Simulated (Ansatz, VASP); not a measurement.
## Si3N4: VASP beside Ansatz

```
Si N
1.0
     0.00000    3.73215    3.73215
     3.73215    0.00000    3.73215
     3.73215    3.73215    0.00000
Si N
6 8
Direct
  0.12500 0.12500 0.62500
  0.12500 0.62500 0.12500
  0.62500 0.12500 0.12500
  0.12500 0.12500 0.12500
  0.75000 0.75000 0.75000
  0.50000 0.50000 0.50000
  0.36816 0.36816 0.36816
  0.35447 0.88184 0.88184
  0.88184 0.88184 0.35447
  0.88184 0.35447 0.88184
  0.36816 0.36816 0.89553
  0.36816 0.89553 0.36816
  0.88184 0.88184 0.88184
  0.89553 0.36816 0.36816
```

Alike in both runs: functional PBE; k mesh 6 × 6 × 6; occupations gaussian, width 0.02 eV; no spin polarisation.

Ansatz relaxed the structure, and its values are those at the end. VASP's run is a single point on that final structure, the one shown.

|  | VASP | Ansatz |
| --- | --- | --- |
| version | VASP 6.6.1 | Ansatz 0.2.0 |
| potentials or method | VASP PAW PBE potentials, release 64 (Si, N), cutoff 520 eV | scalar-relativistic, plane waves, PAW |
| valence electrons in the cell | 64 | 64 |

|  | VASP | Ansatz | Ansatz less VASP |
| --- | --- | --- | --- |
| gap on the k mesh at the Fermi level (eV) | 3.85 | 3.86 | +0.015 |
| least direct gap on the mesh (eV) | 3.85 | 3.86 | +0.015 |
| rms of the force components (eV/Å) | 0.004 | 0.000 | -0.0039 |

Ansatz's warnings: stress scf threshold loose.
